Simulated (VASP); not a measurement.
# H2CO in VASP: a series of runs

Runs on H2CO. Level: PBE+D3(BJ). Tasks: single point.

Everything below comes from runs of VASP 6.6.1. Logs are shortened: lines on timing, memory, paths and dates and some standing lists are left out, and cuts for length are marked.

### 1 The cell of the first run

The cell holds a disordered packing, 40 atoms: a = 8.005 Å, b = 7.950 Å, c = 8.015 Å, α = 89.54°, β = 89.72°, γ = 90.25°.

### 2 Single point, PBE+D3(BJ)

Input file INCAR:

```
SYSTEM = H2CO
  ALGO = Normal
  EDIFF = 1E-7
  ENCUT = 520
  GGA = PE
  ISIF = 2
  ISMEAR = -1
  IVDW = 12
  LASPH = .TRUE.
  LCHARG = .FALSE.
  LREAL = Auto
  LWAVE = .FALSE.
  NBANDS = 86
  NELM = 60
  PREC = Accurate
  SIGMA = 0.02
```

Input file KPOINTS:

```
k-points
0
G
  1 1 1
  0 0 0
```

Input file POSCAR:

```
H2CO
1.0
    8.0047730000     -0.0172560000      0.0193320000
   -0.0172560000      7.9501780000      0.0322940000
    0.0193320000      0.0322940000      8.0150610000
O C H
10 10 20
Direct
    0.5221153966      0.4140652332      0.4619222040
    0.0056928810      0.7544527362      0.6801477429
    0.4163820810      0.6818728081      0.0580569632
    0.6507688303      0.8964266518      0.3368496053
    0.0662689642      0.0610152691      0.2682011355
    0.5004875735      0.5191452013      0.7846552009
    0.4316444776      0.1157427819      0.9559899359
    0.8925220620      0.4434920414      0.4508791176
    0.7787915954      0.4718494279     -0.0262622461
    0.4759955890      0.0149805913      0.6166907863
    0.5237902840      0.3254716256      0.3307477392
   -0.0859577213      0.8714127102      0.6574148759
    0.2655222879      0.7013034263      0.0184177052
    0.6791868928      0.8351570998      0.2004226038
    0.1984154398      0.1067749106      0.3296064801
    0.5363117959      0.6357981383      0.6888655689
    0.2978161837      0.1882317694      0.9154345626
    1.0225207639      0.4932141516      0.4119750019
    0.8182316813      0.3628109726      0.0621661304
    0.6061076455      0.0538541287      0.6815223941
    0.5305921713      0.1896177957      0.3208233942
    0.4876070484      0.3817014370      0.2018882844
   -0.0999792853      0.9543582526      0.7697025330
   -0.1621051814      0.8912259828      0.5480123689
    0.2239444436      0.7772351764     -0.0834091377
    0.1650641156      0.6336361289      0.0844842398
    0.5955617691      0.8521474321      0.0914487551
    0.7735524534      0.7219533208      0.1886112811
    0.3019390629      0.0667943033      0.2534111542
    0.2220337793      0.1764999495      0.4404966791
    0.4401525000      0.7032538533      0.6007914465
    0.6505834949      0.7165525810      0.7185825000
    0.2556321437      0.1441604492      0.8023148672
    0.2161137767      0.2692704159      0.9934205454
    1.0709448531      0.4705986125      0.2767538491
    1.0864330315      0.5784095097      0.4982018128
    0.8827604133      0.2328705818      0.0114676798
    0.7726375897      0.3438467286      0.2040607282
    0.6386792673     -0.0018966914      0.7958160648
    0.6923342307      0.1605221603      0.6461625048
```

Potentials or basis: VASP PAW PBE potentials, release 64 (O, C, H).

Command:

```console
$ cat potpaw_PBE.64/O/POTCAR potpaw_PBE.64/C/POTCAR potpaw_PBE.64/H/POTCAR > POTCAR
$ mpirun -np 1 vasp_gam > vasp.out
```

OUTCAR:

```text
SYSTEM = H2CO
   EDIFF = 1E-7
   ENCUT = 520
   GGA = PE
   ISIF = 2
   ISMEAR = -1
   IVDW = 12
   LASPH = .TRUE.
   LREAL = Auto
   NELM = 60
   PREC = Accurate
 IVDW          = 12

 ion  position               nearest neighbor table
   1  0.522  0.414  0.462-  11 1.27
   2  0.006  0.754  0.680-  12 1.20
   3  0.416  0.682  0.058-  13 1.26
   4  0.651  0.896  0.337-  14 1.22
   5  0.066  0.061  0.268-  15 1.22
   6  0.500  0.519  0.785-  16 1.23
   7  0.432  0.116  0.956-  17 1.26
   8  0.893  0.443  0.451-  18 1.15
   9  0.779  0.472  0.974-  19 1.16
  10  0.476  0.015  0.617-  20 1.21
  11  0.524  0.325  0.331-  21 1.09  22 1.16   1 1.27
  12  0.914  0.871  0.657-  24 1.08  23 1.13   2 1.20
  13  0.266  0.701  0.018-  25 1.07  26 1.10   3 1.26
  14  0.679  0.835  0.200-  27 1.11  28 1.18   4 1.22
  15  0.198  0.107  0.330-  30 1.07  29 1.08   5 1.22
  16  0.536  0.636  0.689-  32 1.14  31 1.18   6 1.23
  17  0.298  0.188  0.915-  33 1.03  34 1.11   7 1.26
  18  0.023  0.493  0.412-  36 1.10   8 1.15  35 1.16
  19  0.818  0.363  0.062-   9 1.16  38 1.20  37 1.23
  20  0.606  0.054  0.682-  39 1.05  40 1.12  10 1.21
  21  0.531  0.190  0.321-  11 1.09
  22  0.488  0.382  0.202-  11 1.16
  23  0.900  0.954  0.770-  12 1.13
  24  0.838  0.891  0.548-  12 1.08
  25  0.224  0.777  0.917-  13 1.07
  26  0.165  0.634  0.084-  13 1.10
[... 12 lines left out ...]
  39  0.639  0.998  0.796-  20 1.05
  40  0.692  0.161  0.646-  20 1.12

  LATTYP: Found a triclinic cell.
 ALAT       =    11.3063310510
 B/A-ratio  =     0.7031690723
 C/A-ratio  =     1.5865831374
 COS(alpha) =     0.0002393911
 COS(beta)  =     0.6335605440
 COS(gamma) =     0.7062250244

  Lattice vectors:

 A1 = (  -8.0220290000,   7.9674340000,   0.0129620000)
 A2 = (  -0.0172560000,   7.9501780000,   0.0322940000)
 A3 = ( -16.0288780000,   0.0022180000,  -8.0537250000)

Analysis of symmetry for initial positions (statically):
=====================================================================
 Subroutine PRICEL returns:
 Original cell was already a primitive cell.

 Routine SETGRP: Setting up the symmetry group for a
 triclinic supercell.

 Subroutine GETGRP returns: Found  1 space group operations
 (whereof  1 operations were pure point group operations)
 out of a pool of  2 trial point group operations.

The static configuration has the point symmetry C_1 .

Analysis of symmetry for dynamics (positions and initial velocities):
=====================================================================
 Subroutine PRICEL returns:
 Original cell was already a primitive cell.

 Routine SETGRP: Setting up the symmetry group for a
 triclinic supercell.

 Subroutine GETGRP returns: Found  1 space group operations
 (whereof  1 operations were pure point group operations)
 out of a pool of  2 trial point group operations.

The dynamic configuration has the point symmetry C_1 .

 Subroutine INISYM returns: Found  1 space group operations
 (whereof  1 operations are pure point group operations),
 and found     1 'primitive' translations

----------------------------------------------------------------------------------------

                                     Primitive cell

  volume of cell :     510.0597

  direct lattice vectors                    reciprocal lattice vectors
     8.004773000 -0.017256000  0.019332000     0.124926784  0.000272384 -0.000302416
    -0.017256000  7.950178000  0.032294000     0.000272384  0.125786000 -0.000507469
     0.019332000  0.032294000  8.015061000    -0.000302416 -0.000507469  0.124767888

  length of vectors
     8.004814943  7.950262317  8.015149372     0.124927447  0.125787318  0.124769287

  position of ions in fractional coordinates (direct lattice)
     0.522115397  0.414065233  0.461922204
     0.005692881  0.754452736  0.680147743
     0.416382081  0.681872808  0.058056963
     0.650768830  0.896426652  0.336849605
     0.066268964  0.061015269  0.268201136
     0.500487574  0.519145201  0.784655201
[... 32 lines left out ...]
     0.638679267  0.998103309  0.795816065
     0.692334231  0.160522160  0.646162505

  ion indices of the primitive-cell ions
   primitive index   ion index
                 1           1
                 2           2
                 3           3
                 4           4
                 5           5
                 6           6
[... 32 lines left out ...]
                39          39
                40          40

----------------------------------------------------------------------------------------

 KPOINTS: k-points

Automatic generation of k-mesh.
 Grid dimensions read from file:
 generate k-points for:    1    1    1

 Generating k-lattice:

  Cartesian coordinates                     Fractional coordinates (reciprocal lattice)
     0.124926784  0.000272384 -0.000302416     1.000000000 -0.000000000  0.000000000
     0.000272384  0.125786000 -0.000507469     0.000000000  1.000000000  0.000000000
    -0.000302416 -0.000507469  0.124767888     0.000000000  0.000000000  1.000000000

  Length of vectors
     0.124927447  0.125787318  0.124769287

  Shift w.r.t. Gamma in fractional coordinates (k-lattice)
     0.000000000  0.000000000  0.000000000

 Subroutine IBZKPT returns following result:
 ===========================================

 Found      1 irreducible k-points:

 Following reciprocal coordinates:
            Coordinates               Weight
  0.000000  0.000000  0.000000      1.000000
   k-points           NKPTS =      1   k-points in BZ     NKDIM =      1   number of bands    NBANDS=     86
   number of dos      NEDOS =    301   number of ions     NIONS =     40
   total plane-waves  NPLWV = 216000
   dimension x,y,z NGX =    60 NGY =   60 NGZ =   60
   dimension x,y,z NGXF=   120 NGYF=  120 NGZF=  120
   ions per type =              10  10  20
   NGX,Y,Z   is equivalent  to a cutoff of  12.46, 12.55, 12.44 a.u.
   NGXF,Y,Z  is equivalent  to a cutoff of  24.92, 25.09, 24.89 a.u.
 SYSTEM =  H2CO
   PREC   = accura    normal or accurate (medium, high low for compatibility)
   ISTART =      0    job   : 0-new  1-cont  2-samecut
   ICHARG =      2    charge: 1-file 2-atom 10-const
   ISPIN  =      1    spin polarized calculation?
   LNONCOLLINEAR =      F non collinear calculations
   LSORBIT =      F    spin-orbit coupling
   LASPH  =      T    aspherical Exc in radial PAW
   ENCUT  =  520.0 eV  38.22 Ry    6.18 a.u.  14.88 14.78 14.90*2*pi/ulx,y,z
   NELM   =     60;   NELMIN=  2; NELMDL= -5     # of ELM steps
   EDIFF  = 0.1E-06   stopping-criterion for ELM
   LREAL  =      T    real-space projection
   EDIFFG = 0.1E-05   stopping-criterion for IOM
   NSW    =      0    number of steps for IOM
   IBRION =     -1    ionic relax: 0-MD 1-quasi-New 2-CG
   NFREE  =      0    steps in history (QN), initial steepest desc. (CG)
   ISIF   =      2    stress and relaxation
   ISYM   =      2    0-nonsym 1-usesym 2-fastsym
   POTIM  = 0.5000    time-step for ionic-motion
   TEBEG  =    0.0;   TEEND  =   0.0 temperature during run
   PSTRESS=    0.0 pullay stress
   NELECT =     120.0000    total number of electrons
   NUPDOWN=      -1.0000    fix difference up-down
   EMIN   =  10.00;   EMAX   =-10.00  energy-range for DOS
   EFERMI =   0.00;   METHOD = LEGACY
   ISMEAR =    -1;   SIGMA  =   0.02  broadening in eV -4-tet -1-fermi 0-gaus
   EFERMI_NEDOS =   21; number of points for ismear=-14 and -15
   IALGO  =     38    algorithm
   IMIX   =      4    mixing-type and parameters
     AMIX     =   0.40;   BMIX     =  1.00
     AMIX_MAG =   1.60;   BMIX_MAG =  1.00
  volume/ion in A,a.u.               =      12.75        86.05
  Fermi-wavevector in a.u.,A,eV,Ry     =   1.010636  1.909826 13.896797  1.021386
  Thomas-Fermi vector in A             =   2.143638
   LORBIT       =      0    0 simple, 1 ext, 2 COOP (PROOUT), +10 PAW based schemes
   GGA     = PE    functional components
   LHFCALC =     F    Hartree Fock is set to
   AEXX    =    0.0000 exact exchange contribution
   IVDW    =    12    specifies the selected vdW correction
   LEPSILON=     F    determine dielectric tensor
   LRPA    =     F    only Hartree local field effects (RPA)
 non-spin polarized calculation
  energy-cutoff  :      520.00
  volume of cell :      510.06
 maximum number of plane-waves:      6858
 NGX is ok and might be reduce to    60
   NGX = 29   NGY = 29   NGZ = 29

 number of electron     119.9999990 magnetization

 Free energy of the ion-electron system (eV)
  ---------------------------------------------------
  ext. energy  EPLUGINS =         0.00000000
  ---------------------------------------------------
  free energy    TOTEN  =      -219.40199880 eV

  energy without entropy =     -219.40199880  energy(sigma->0) =     -219.40199880

 E-fermi :  -1.4813     XC(G=0):  -6.7335

 val. band max:       -2.0299254886   @ k =   0.0000   0.0000   0.0000
 cond. band min:       0.1129706172   @ k =   0.0000   0.0000   0.0000
 fundamental gap:      2.1428961058
 Fermi energy:        -1.4813374625

 k-point     1 :       0.0000    0.0000    0.0000
  band No.  band energies     occupation
      1     -24.1986      2.00000
      2     -24.0747      2.00000
      3     -23.6072      2.00000
      4     -23.3834      2.00000
      5     -23.1288      2.00000
      6     -22.9035      2.00000
[... 64 lines left out ...]
     71       2.7896      0.00000
     72       3.5653      0.00000
 [bands above 72 left out]

------------------------ aborting loop because EDIFF is reached ----------------------------------------

 Edisp (eV)   -1.77079

 E8    (eV) :    -0.4108

  FORCE on cell =-STRESS in cart. coord.  units (eV):
  Direction    XX          YY          ZZ          XY          YZ          ZX
  --------------------------------------------------------------------------------------
  -------------------------------------------------------------------------------------
  Total       4.80826     0.95912     2.77460     3.37926    -2.80485    -0.37203
  in kB      15.10350     3.01275     8.71547    10.61478    -8.81048    -1.16862
  external pressure =        8.94 kB  Pullay stress =        0.00 kB

 VOLUME and BASIS-vectors are now :
 -----------------------------------------------------------------------------
  energy-cutoff  :      520.00
  volume of cell :      510.06
      direct lattice vectors                 reciprocal lattice vectors
     8.004773000 -0.017256000  0.019332000     0.124926784  0.000272384 -0.000302416
    -0.017256000  7.950178000  0.032294000     0.000272384  0.125786000 -0.000507469
     0.019332000  0.032294000  8.015061000    -0.000302416 -0.000507469  0.124767888

 POSITION                                       TOTAL-FORCE (eV/Angst)
 -----------------------------------------------------------------------------------
      4.18120      3.29780      3.72580         0.235019     -2.417818     -2.960495
      0.04570      6.01990      5.47590         1.344054     -1.545360     -0.361615
      3.32240      5.41570      0.49540        -3.051566      0.397839     -0.566294
      5.20030      7.12640      2.74140         0.308451      0.365892     -0.442818
      0.53460      0.49260      2.15290        -0.979320      0.470485      0.883756
      4.01250      4.14400      6.31550         0.117775      0.627950     -1.453053
[... 32 lines left out ...]
      5.11064      7.94978      6.42309         0.743582     -1.196098      1.758895
      5.55170      1.28510      5.19760        -0.359874     -0.156972     -0.630993
 -----------------------------------------------------------------------------------
    total drift:                                0.003063      0.024094     -0.026130

  FREE ENERGIE OF THE ION-ELECTRON SYSTEM (eV)
  ---------------------------------------------------
  free  energy   TOTEN  =      -221.1727912703 eV

  energy  without entropy=     -221.1727912703  energy(sigma->0) =     -221.17279127
```

Run time: 84 s. Hardware: 1 thread of Intel Xeon Platinum 8488C (Sapphire Rapids), shared host; peak memory 0.45 GiB.

What came out:

```
Free energy                : -221.1728 eV
Pressure                   : 0.9 GPa
Largest force              : 6.532 eV/Å
Band gap on the k mesh     : 2.14 eV
Dispersion energy per atom : -0.044 eV
```

Forces on the atoms (eV/Å):
```
O    0.235 -2.418 -2.960
O    1.344 -1.545 -0.362
O   -3.052  0.398 -0.566
O    0.308  0.366 -0.443
O   -0.979  0.470  0.884
O    0.118  0.628 -1.453
O   -2.083  2.023  0.805
O   -5.689 -2.610  1.699
O   -0.507  3.433 -2.223
O   -0.795  0.038 -1.012
C   -1.330  2.998  0.716
C   -0.355  0.884  1.973
C    2.928 -1.086  1.391
C    0.298 -2.056  0.512
C   -0.401 -1.408 -2.150
C   -1.370  1.043  1.486
C    2.897 -1.732  2.079
C    4.659  2.242 -2.434
C    0.476 -5.817  2.934
C   -0.006  1.527 -0.319
H    0.611 -0.791  0.787
H    0.515  0.061  1.089
H   -0.225  0.533 -0.521
H   -0.368  0.196 -0.946
H   -0.098  0.912 -1.072
H   -0.255 -0.260  0.375
H    0.451  0.531 -0.052
H   -0.642  1.390 -0.056
H    1.623  0.082  0.047
H   -0.254  0.691  1.283
H    1.200 -1.146  0.590
H   -0.234 -0.718 -0.613
H   -1.457 -0.151 -2.674
H    0.550  0.119  0.116
H    0.204  0.095  0.833
H    0.967  0.142 -0.086
H   -0.448  1.727  0.613
H    0.781  0.561 -1.397
H    0.744 -1.196  1.759
H   -0.360 -0.157 -0.631
```

Levels at points of the mesh, in eV from the valence-band top:
```
           k point  band 57  band 58  band 59  band 60  band 61  band 62  band 63  band 64
(0.00, 0.00, 0.00)    -0.53    -0.42    -0.21     0.00     2.14     2.27     2.47     2.62
```

Caveat: the k points lie up to 0.79 Å⁻¹ apart; the atoms stand as in a frame of molecular dynamics.

[end of part 1 of 2]
